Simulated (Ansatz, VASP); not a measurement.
Given: the input of a run of Ansatz 0.2.0 on HgTe.

Contents of input.yaml:

```yaml
crystal:
  lattice:
    - [-3.045603, 3.045603, 1.55941]
    - [3.045603, -3.045603, 1.55941]
    - [3.045603, 3.045603, -1.55941]
  atoms:
    - { symbol: Hg, position: [0.75, 0.25, 0.5] }
    - { symbol: Te, position: [0.0, 0.0, 0.0] }
kpoints:
  mp_grid: { grid: [7, 7, 7] }
scf:
  occupations: { method: gaussian, width: 0.05 }
hamiltonian:
  xc: blyp
  dispersion: d4
  pseudopotentials: { kind: all_electron, lapw: { basis_error: 0.001 } }
magnetization:
  noncollinear: true
  spin_orbit: true
output:
  forces: true
  stress: true
  eigenvalues: true
```

Potentials or basis: all-electron LAPW, relativistic spinors.

Command:

```sh
$ ansatz run input.yaml --threads 1 --pin off --max-ram 3072MiB --backend cpu --events-out ev --progress --plain --runs-dir out
```

Task: Translate it to VASP 6.6.1. Potentials there: VASP PAW PBE potentials, release 64 (Hg, Te).

Result: As run (the cutoff follows the program's own potentials):

Contents of INCAR:

```
  PREC = Accurate
  ENCUT = 520
  EDIFF = 1E-6
  ISMEAR = 0
  SIGMA = 0.05
  LREAL = F
  LASPH = T
  NELM = 150
  ALGO = Normal
  ISIF = 2
  LWAVE = F
  LCHARG = F
  MAGMOM = 0 0 0 0 0 0
  LORBIT = 11
  LSORBIT = T
  GGA_COMPAT = F
  LORBMOM = T
  GGA = B5
  ALDAX = 1.0
  AGGAX = 1.0
  AGGAC = 1.0
  ALDAC = 0.0
  IVDW = 13
  VDW_S6 = 1.0
  VDW_S8 = 2.34076671
  VDW_A1 = 0.44488865
  VDW_A2 = 4.0933009
  NBANDS = 30
```

File KPOINTS:

```
regular mesh
0
Gamma
  7 7 7
```

Contents of POSCAR:

```
HgTe
1.0
   -3.0456030000      3.0456030000      1.5594100000
    3.0456030000     -3.0456030000      1.5594100000
    3.0456030000      3.0456030000     -1.5594100000
Hg Te
1 1
Direct
    0.7500000000      0.2500000000      0.5000000000
    0.0000000000      0.0000000000      0.0000000000
```

Potentials or basis: VASP PAW PBE potentials, release 64 (Hg, Te).

Run with:

```bash
$ cat potpaw_PBE.64/Hg/POTCAR potpaw_PBE.64/Te/POTCAR > POTCAR
$ mpirun -np 1 vasp_ncl > vasp.out
```

Both were run:

|  | VASP | Ansatz | Ansatz less VASP |
| --- | --- | --- | --- |
| pressure (GPa) | -0.4 | -0.7 | -0.37 |
| traceless stress, the component that is largest in VASP (GPa) | -1.72 | -1.69 | +0.029 |
| net moment per atom (μB) | 0.00 | 0.00 | 0.000 |

VASP's potentials were made for PBE, not for BLYP. Ansatz ran all-electron here, and VASP with PAW potentials.

Noted on Ansatz's run: the k mesh is thin for a metal, which can move the energy by tens of meV per atom.
